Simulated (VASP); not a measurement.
# Ta5N4 in VASP: notebook

The runs below take Ta5N4 through single point, with PBEsol.

Everything below comes from runs of VASP 6.6.1. Logs are shortened: lines on timing, memory, paths and dates and some standing lists are left out, and cuts for length are marked.

## (1) The cell of the first run

The cell holds a slab with vacuum, 9 atoms: a = 2.924 Å, b = 2.924 Å, c = 26.483 Å, α = 90.00°, β = 90.00°, γ = 120.00°.

## (2) Single point, PBEsol

INCAR

```
ALGO = Normal
DIPOL = 0.5 0.5 0.500
EDIFF = 1E-6
ENCUT = 520
GGA = PS
IDIPOL = 3
ISIF = 2
ISMEAR = 0
LASPH = T
LCHARG = F
LDIPOL = T
LREAL = F
LWAVE = F
NBANDS = 48
NELM = 100
PREC = Accurate
SIGMA = 0.1
```

KPOINTS

```
k-points
0
Gamma
  12 12 1
```

POSCAR

```
Ta5N4
1.0
    2.9239890448      0.0000000000      0.0000000000
   -1.4619945224      2.5322487932      0.0000000000
    0.0000000000      0.0000000000     26.4829105703
Ta N
5 4
Direct
    0.3333333333      0.6666666667      0.2832015001
    0.3333333333      0.6666666667      0.3916007500
    0.3333333333      0.6666666667      0.5000000000
    0.3333333333      0.6666666667      0.6083992500
    0.3333333333      0.6666666667      0.7167984999
    0.0000000000      0.0000000000      0.3374011251
    0.0000000000      0.0000000000      0.4458003750
    0.0000000000      0.0000000000      0.5541996250
    0.0000000000      0.0000000000      0.6625988749
```

Potentials or basis: VASP PAW PBE potentials, release 64 (Ta_pv, N).

Started as:

```bash
> cat potpaw_PBE.64/Ta_pv/POTCAR potpaw_PBE.64/N/POTCAR > POTCAR
> mpirun -np 1 vasp_std > vasp.out
```

OUTCAR:

```text
EDIFF = 1E-6
   ENCUT = 520
   GGA = PS
   ISIF = 2
   ISMEAR = 0
   LASPH = T
   LREAL = F
   NELM = 100
   PREC = Accurate

 ion  position               nearest neighbor table
   1  0.333  0.667  0.283-   6 2.22   6 2.22   6 2.22   2 2.87
   2  0.333  0.667  0.392-   6 2.22   6 2.22   6 2.22   7 2.22   7 2.22   7 2.22   1 2.87   3 2.87

   3  0.333  0.667  0.500-   7 2.22   8 2.22   7 2.22   8 2.22   7 2.22   8 2.22   2 2.87   4 2.87

   4  0.333  0.667  0.608-   9 2.22   9 2.22   9 2.22   8 2.22   8 2.22   8 2.22   5 2.87   3 2.87

   5  0.333  0.667  0.717-   9 2.22   9 2.22   9 2.22   4 2.87
   6  0.000  0.000  0.337-   2 2.22   2 2.22   2 2.22   1 2.22   1 2.22   1 2.22
   7  0.000  0.000  0.446-   2 2.22   3 2.22   2 2.22   3 2.22   2 2.22   3 2.22
   8  0.000  0.000  0.554-   4 2.22   3 2.22   4 2.22   3 2.22   4 2.22   3 2.22
   9  0.000  0.000  0.663-   4 2.22   4 2.22   4 2.22   5 2.22   5 2.22   5 2.22

  LATTYP: Found a hexagonal cell.
 ALAT       =     2.9239890448
 C/A-ratio  =     9.0571168922

  Lattice vectors:

 A1 = (   2.9239890448,   0.0000000000,   0.0000000000)
 A2 = (  -1.4619945224,   2.5322487932,   0.0000000000)
 A3 = (   0.0000000000,   0.0000000000,  26.4829105703)

Analysis of symmetry for initial positions (statically):
=====================================================================
 Subroutine PRICEL returns:
 Original cell was already a primitive cell.

 Routine SETGRP: Setting up the symmetry group for a
 hexagonal supercell.

 Subroutine GETGRP returns: Found 12 space group operations
 (whereof 12 operations were pure point group operations)
 out of a pool of 24 trial point group operations.

The static configuration has the point symmetry D_3h.

Analysis of symmetry for dynamics (positions and initial velocities):
=====================================================================
 Subroutine PRICEL returns:
 Original cell was already a primitive cell.

 Routine SETGRP: Setting up the symmetry group for a
 hexagonal supercell.

 Subroutine GETGRP returns: Found 12 space group operations
 (whereof 12 operations were pure point group operations)
 out of a pool of 24 trial point group operations.

The dynamic configuration has the point symmetry D_3h.

 Subroutine INISYM returns: Found 12 space group operations
 (whereof 12 operations are pure point group operations),
 and found     1 'primitive' translations

----------------------------------------------------------------------------------------

                                     Primitive cell

  volume of cell :     196.0866

  direct lattice vectors                    reciprocal lattice vectors
     2.923989045  0.000000000  0.000000000     0.341998545  0.197452952  0.000000000
    -1.461994522  2.532248793  0.000000000     0.000000000  0.394905904  0.000000000
     0.000000000  0.000000000 26.482910570     0.000000000  0.000000000  0.037760200

  length of vectors
     2.923989045  2.923989045 26.482910570     0.394905904  0.394905904  0.037760200

  position of ions in fractional coordinates (direct lattice)
     0.333333333  0.666666667  0.283201500
     0.333333333  0.666666667  0.391600750
     0.333333333  0.666666667  0.500000000
     0.333333333  0.666666667  0.608399250
     0.333333333  0.666666667  0.716798500
     0.000000000  0.000000000  0.337401125
     0.000000000  0.000000000  0.445800375
     0.000000000  0.000000000  0.554199625
     0.000000000  0.000000000  0.662598875

  ion indices of the primitive-cell ions
   primitive index   ion index
                 1           1
                 2           2
                 3           3
                 4           4
                 5           5
                 6           6
                 7           7
                 8           8
                 9           9

----------------------------------------------------------------------------------------

 KPOINTS: k-points

Automatic generation of k-mesh.
 Grid dimensions read from file:
 generate k-points for:   12   12    1

 Generating k-lattice:

  Cartesian coordinates                     Fractional coordinates (reciprocal lattice)
     0.028499879  0.016454413  0.000000000     0.083333333  0.000000000  0.000000000
     0.000000000  0.032908825  0.000000000     0.000000000  0.083333333  0.000000000
     0.000000000  0.000000000  0.037760200     0.000000000  0.000000000  1.000000000

  Length of vectors
     0.032908825  0.032908825  0.037760200

  Shift w.r.t. Gamma in fractional coordinates (k-lattice)
     0.000000000  0.000000000  0.000000000

 Subroutine IBZKPT returns following result:
 ===========================================

 Found     19 irreducible k-points:

 Following reciprocal coordinates:
            Coordinates               Weight
  0.000000  0.000000  0.000000      1.000000
  0.083333  0.000000  0.000000      6.000000
  0.166667  0.000000  0.000000      6.000000
  0.250000 -0.000000  0.000000      6.000000
  0.333333  0.000000  0.000000      6.000000
  0.416667  0.000000  0.000000      6.000000
[... 11 lines left out ...]
  0.333333  0.250000  0.000000     12.000000
  0.333333  0.333333  0.000000      2.000000
   k-points           NKPTS =     19   k-points in BZ     NKDIM =     19   number of bands    NBANDS=     48
   number of dos      NEDOS =    301   number of ions     NIONS =      9
   total plane-waves  NPLWV = 115200
   dimension x,y,z NGX =    24 NGY =   24 NGZ =  200
   dimension x,y,z NGXF=    48 NGYF=   48 NGZF=  400
   ions per type =               5   4
   NGX,Y,Z   is equivalent  to a cutoff of  13.65, 13.65, 12.55 a.u.
   NGXF,Y,Z  is equivalent  to a cutoff of  27.29, 27.29, 25.11 a.u.
 SYSTEM =  unknown system
   PREC   = accura    normal or accurate (medium, high low for compatibility)
   ISTART =      0    job   : 0-new  1-cont  2-samecut
   ICHARG =      2    charge: 1-file 2-atom 10-const
   ISPIN  =      1    spin polarized calculation?
   LNONCOLLINEAR =      F non collinear calculations
   LSORBIT =      F    spin-orbit coupling
   LASPH  =      T    aspherical Exc in radial PAW
   ENCUT  =  520.0 eV  38.22 Ry    6.18 a.u.   5.44  5.44 49.24*2*pi/ulx,y,z
   NELM   =    100;   NELMIN=  2; NELMDL= -5     # of ELM steps
   EDIFF  = 0.1E-05   stopping-criterion for ELM
   LREAL  =      F    real-space projection
   EDIFFG = 0.1E-04   stopping-criterion for IOM
   NSW    =      0    number of steps for IOM
   IBRION =     -1    ionic relax: 0-MD 1-quasi-New 2-CG
   NFREE  =      0    steps in history (QN), initial steepest desc. (CG)
   ISIF   =      2    stress and relaxation
   ISYM   =      2    0-nonsym 1-usesym 2-fastsym
   POTIM  = 0.5000    time-step for ionic-motion
   TEBEG  =    0.0;   TEEND  =   0.0 temperature during run
   PSTRESS=    0.0 pullay stress
   NELECT =      75.0000    total number of electrons
   NUPDOWN=      -1.0000    fix difference up-down
   EMIN   =  10.00;   EMAX   =-10.00  energy-range for DOS
   EFERMI =   0.00;   METHOD = LEGACY
   ISMEAR =     0;   SIGMA  =   0.10  broadening in eV -4-tet -1-fermi 0-gaus
   EFERMI_NEDOS =   21; number of points for ismear=-14 and -15
   IALGO  =     38    algorithm
   IMIX   =      4    mixing-type and parameters
     AMIX     =   0.40;   BMIX     =  1.00
     AMIX_MAG =   1.60;   BMIX_MAG =  1.00
  volume/ion in A,a.u.               =      21.79       147.03
  Fermi-wavevector in a.u.,A,eV,Ry     =   1.188354  2.245664 19.213959  1.412186
  Thomas-Fermi vector in A             =   2.324486
   LORBIT       =      0    0 simple, 1 ext, 2 COOP (PROOUT), +10 PAW based schemes
   GGA     = PS    functional components
   LHFCALC =     F    Hartree Fock is set to
   AEXX    =    0.0000 exact exchange contribution
   IVDW    =     0    specifies the selected vdW correction
   LEPSILON=     F    determine dielectric tensor
   LRPA    =     F    only Hartree local field effects (RPA)
 non-spin polarized calculation
 Gauss-broadening in eV      SIGMA  =   0.10
  energy-cutoff  :      520.00
  volume of cell :      196.09
 maximum number of plane-waves:      5373
 NGX is ok and might be reduce to    24
   NGX = 11   NGY = 11   NGZ = 99

 dipolmoment           0.000000      0.000000      0.000000 electrons x Angstroem

 number of electron      75.0000010 magnetization

 dipolmoment           0.000000      0.000000     -0.000000 electrons x Angstroem

 Free energy of the ion-electron system (eV)
  ---------------------------------------------------
  ext. energy  EPLUGINS =         0.00000000
  ---------------------------------------------------
  free energy    TOTEN  =      -104.61841898 eV

  energy without entropy =     -104.59986311  energy(sigma->0) =     -104.60914105

 E-fermi :   1.6564     XC(G=0):  -7.8498

 val. band max:        1.6290164556   @ k =   0.3333   0.1667   0.0000
 cond. band min:       1.6793030925   @ k =   0.0833   0.0000   0.0000
 fundamental gap:      0.0502866369
 Fermi energy:         1.6564464211

 k-point     1 :       0.0000    0.0000    0.0000
  band No.  band energies     occupation
      1     -33.8697      2.00000
      2     -33.6021      2.00000
      3     -33.2803      2.00000
      4     -32.9704      2.00000
      5     -32.9130      2.00000
      6     -32.7207      2.00000
[... 40 lines left out ...]
     47       4.4059      0.00000
     48       4.4062      0.00000

 k-point     2 :       0.0833    0.0000    0.0000
  band No.  band energies     occupation
      1     -33.8522      2.00000
      2     -33.5868      2.00000
      3     -33.2679      2.00000
      4     -32.9609      2.00000
      5     -32.9034      2.00000
      6     -32.7986      2.00000
[... 859 lines left out ...]
 k-point    19 :       0.3333    0.3333    0.0000
  band No.  band energies     occupation
      1     -33.5657      2.00000
      2     -33.5302      2.00000
      3     -33.4728      2.00000
      4     -33.4243      2.00000
      5     -33.4098      2.00000
      6     -33.3792      2.00000
[... 40 lines left out ...]
     47       5.7268      0.00000
     48       6.4495      0.00000

------------------------ aborting loop because EDIFF is reached ----------------------------------------

 vacuum level on the upper side and lower side of the slab       (xc-potential included)        -0.170        -0.170

  FORCE on cell =-STRESS in cart. coord.  units (eV):
  Direction    XX          YY          ZZ          XY          YZ          ZX
  --------------------------------------------------------------------------------------
  -------------------------------------------------------------------------------------
  Total       -3.7231610     -3.7231610      0.1547370      0.0000000      0.0000000      0.0000000
  in kB      -30.4210759    -30.4210759      1.2643195      0.0000000      0.0000000      0.0000000
  external PRESSURE =     -19.8592774 kB  Pullay stress =       0.0000000 kB

 VOLUME and BASIS-vectors are now :
 -----------------------------------------------------------------------------
  energy-cutoff  :      520.00
  volume of cell :      196.09
      direct lattice vectors                 reciprocal lattice vectors
     2.923989045  0.000000000  0.000000000     0.341998545  0.197452952  0.000000000
    -1.461994522  2.532248793  0.000000000     0.000000000  0.394905904  0.000000000
     0.000000000  0.000000000 26.482910570     0.000000000  0.000000000  0.037760200

 POSITION                                       TOTAL-FORCE (eV/Angst)
 -----------------------------------------------------------------------------------
     -0.00000      1.68817      7.50000        -0.000000      0.000000     -0.115858
     -0.00000      1.68817     10.37073        -0.000000      0.000000     -0.372830
     -0.00000      1.68817     13.24146         0.000000      0.000000     -0.000000
     -0.00000      1.68817     16.11218         0.000000      0.000000      0.372830
     -0.00000      1.68817     18.98291        -0.000000     -0.000000      0.115858
      0.00000      0.00000      8.93536        -0.000000     -0.000000      0.367254
      0.00000      0.00000     11.80609         0.000000     -0.000000      0.026069
      0.00000      0.00000     14.67682         0.000000     -0.000000     -0.026069
      0.00000      0.00000     17.54755        -0.000000     -0.000000     -0.367254
 -----------------------------------------------------------------------------------
    total drift:                                0.000000     -0.000000     -0.000000

  FREE ENERGIE OF THE ION-ELECTRON SYSTEM (eV)
  ---------------------------------------------------
  free  energy   TOTEN  =      -104.6184189832 eV

  energy  without entropy=     -104.5998631108  energy(sigma->0) =     -104.60914105

 vacuum level on the upper side and lower side of the slab         6.718         6.718
```

Run time: 6.4 min. Hardware: 1 thread of AMD EPYC 7R13 (Zen 3), shared host; peak memory 0.37 GiB.

Results:

```yaml
Free_energy: -104.6184 eV
Largest_force: 0.373 eV/Å
```

Forces in eV/Å, atoms in the order of the input:
```
Ta   0.000  0.000 -0.116
Ta   0.000  0.000 -0.373
Ta   0.000  0.000  0.000
Ta   0.000  0.000  0.373
Ta   0.000  0.000  0.116
N    0.000  0.000  0.367
N    0.000  0.000  0.026
N    0.000  0.000 -0.026
N    0.000  0.000 -0.367
```

Levels at points of the mesh, in eV from the Fermi level:
| k point | band 35 | band 36 | band 37 | band 38 | band 39 | band 40 | band 41 | band 42 |
| --- | --- | --- | --- | --- | --- | --- | --- | --- |
| (0.00, 0.00, 0.00) | -1.02 | -0.30 | 0.14 | 0.14 | 0.49 | 0.49 | 0.93 | 0.93 |
| (0.50, 0.00, 0.00) | -1.17 | -0.56 | 0.50 | 0.52 | 2.19 | 2.39 | 3.15 | 3.42 |

Caveat: the PAW data sets were made with another functional, which shifts forces and pressure a little; spin-orbit coupling is left out, which moves the levels of the heavy elements.

## (3) Single point, PBEsol

INCAR

```
PREC     = Accurate       # precision mode
ENCUT    = 520            # plane-wave cutoff, eV
EDIFF    = 1E-6           # SCF threshold, eV
ISMEAR   = 0              # smearing method
SIGMA    = 0.1            # smearing width, eV
LREAL    = F              # projectors in reciprocal space
LASPH    = T              # aspherical terms in the spheres
NELM     = 80             # most SCF steps
ALGO     = Normal         # electronic algorithm
ISIF     = 2              # what is computed and relaxed
LWAVE    = F              # write WAVECAR
LCHARG   = F              # write CHGCAR
LDIPOL   = T            
IDIPOL   = 3            
DIPOL    = 0.5 0.5 0.500
GGA      = PS             # functional
NBANDS   = 48             # bands
```

KPOINTS

```
Automatic mesh
0
Gamma
  12 12 1
```

POSCAR

```
Ta5N4
1.0
    2.9239890448      0.0000000000      0.0000000000
   -1.4619945224      2.5322487932      0.0000000000
    0.0000000000      0.0000000000     26.4829105703
Ta N
5 4
Direct
    0.3333333333      0.6666666667      0.2833771549
    0.3333333333      0.6666666667      0.3914453948
    0.3333333333      0.6666666667      0.5000002001
    0.3333333333      0.6666666667      0.6085544983
    0.3333333333      0.6666666667      0.7166227447
    0.0000000000      0.0000000000      0.3382852919
    0.0000000000      0.0000000000      0.4457960589
    0.0000000000      0.0000000000      0.5542040148
    0.0000000000      0.0000000000      0.6617146416
```

Potentials or basis: VASP PAW PBE potentials, release 64 (Ta_pv, N).

Started as:

```bash
> cat potpaw_PBE.64/Ta_pv/POTCAR potpaw_PBE.64/N/POTCAR > POTCAR
> mpirun -np 1 vasp_std > vasp.out
```

It used 340 s of CPU time on 1 thread of AMD EPYC 7R13 Processor (Zen 3), on a shared host.

The run converged. Its results:

| Quantity | Value |
| --- | --- |
| Free energy | -104.6274 eV |
| Largest force | 0.032 eV/Å |

Forces on the atoms (eV/Å):
```
Ta   0.000  0.000 -0.032
Ta   0.000  0.000 -0.005
Ta   0.000  0.000  0.000
Ta   0.000  0.000  0.005
Ta   0.000  0.000  0.032
N    0.000  0.000 -0.024
N    0.000  0.000  0.005
N    0.000  0.000 -0.005
N    0.000  0.000  0.024
```

Levels at points of the mesh, in eV from the Fermi level:
| k point | band 35 | band 36 | band 37 | band 38 | band 39 | band 40 | band 41 | band 42 |
| --- | --- | --- | --- | --- | --- | --- | --- | --- |
| (0.00, 0.00, 0.00) | -0.99 | -0.33 | 0.17 | 0.17 | 0.51 | 0.51 | 0.91 | 0.91 |
| (0.50, 0.00, 0.00) | -1.17 | -0.54 | 0.49 | 0.52 | 2.18 | 2.38 | 3.16 | 3.46 |

Caveat: the PAW data sets were made with another functional, which shifts forces and pressure a little; spin-orbit coupling is left out, which moves the levels of the heavy elements.
